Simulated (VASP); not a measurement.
Input of a VASP 6.6.1 run:

Contents of INCAR:

```
SYSTEM = CoO
ALGO     = Normal         ! electronic algorithm
EDIFF    = 1E-6           ! SCF threshold, eV
ENCUT    = 520            ! plane-wave cutoff, eV
GGA      = PE             ! functional
ISIF     = 2              ! what is computed and relaxed
ISMEAR   = 0              ! smearing method
ISPIN    = 2              ! spin polarisation
LASPH    = .TRUE.         ! aspherical terms in the spheres
LCHARG   = .TRUE.         ! write CHGCAR
LDAU     = .TRUE.         ! DFT+U
LDAUJ    = 0 0          
LDAUL    = 2 -1           ! shell
LDAUPRINT= 1            
LDAUTYPE = 2            
LDAUU    = 3.32 0         ! U, eV
LELF     = .TRUE.         ! ELF
LMAXMIX  = 4              ! l up to which the mixer works
LORBIT   = 11             ! projections on sites
LREAL    = .FALSE.        ! projectors in reciprocal space
LVHAR    = .TRUE.       
LWAVE    = .FALSE.        ! write WAVECAR
MAGMOM   = 2.84 0.26      ! initial moments
NBANDS   = 18             ! bands
NELM     = 150            ! most SCF steps
PREC     = Accurate       ! precision mode
SIGMA    = 0.01           ! smearing width, eV
```

The input KPOINTS:

```
k-points
0
G
  16 16 16
  0 0 0
```

Contents of POSCAR:

```
CoO
1.0
   -1.5090166124      1.5090166124      2.3019915871
    1.5090166124     -1.5090166124      2.3019915871
    1.5090166124      1.5090166124     -2.3019915871
Co O
1 1
Direct
    0.0000000000      0.0000000000      0.0000000000
    0.5000000000      0.5000000000      0.0000000000
```

Potentials or basis: VASP PAW PBE potentials, release 64 (Co, O).

Launch:

```sh
$ cat potpaw_PBE.64/Co/POTCAR potpaw_PBE.64/O/POTCAR > POTCAR
$ mpirun -np 1 vasp_std > vasp.out
```

Q: What does it give for the net moment?

A: 3.00 μB per cell.

Q: Estimate the band gap on the k mesh.

A: 0.24 eV (least direct gap 1.17 eV).

Q: Estimate the site moments.

A: Co +2.74; O +0.21 μB.

Eigenvalues of the final occupation matrices:
| site | spin | trace | eigenvalues |
| --- | --- | --- | --- |
| site 1 d | 1 | 4.91 | 0.96 0.96 0.97 0.99 1.01 |
| site 1 d | 2 | 2.21 | 0.04 0.09 0.16 0.96 0.96 |

Caveat: the cell stands under tension; a cell with one magnetic atom can't hold antiferromagnetic order, which such compounds often take. The state reached can hang on the start; a lower one may exist.
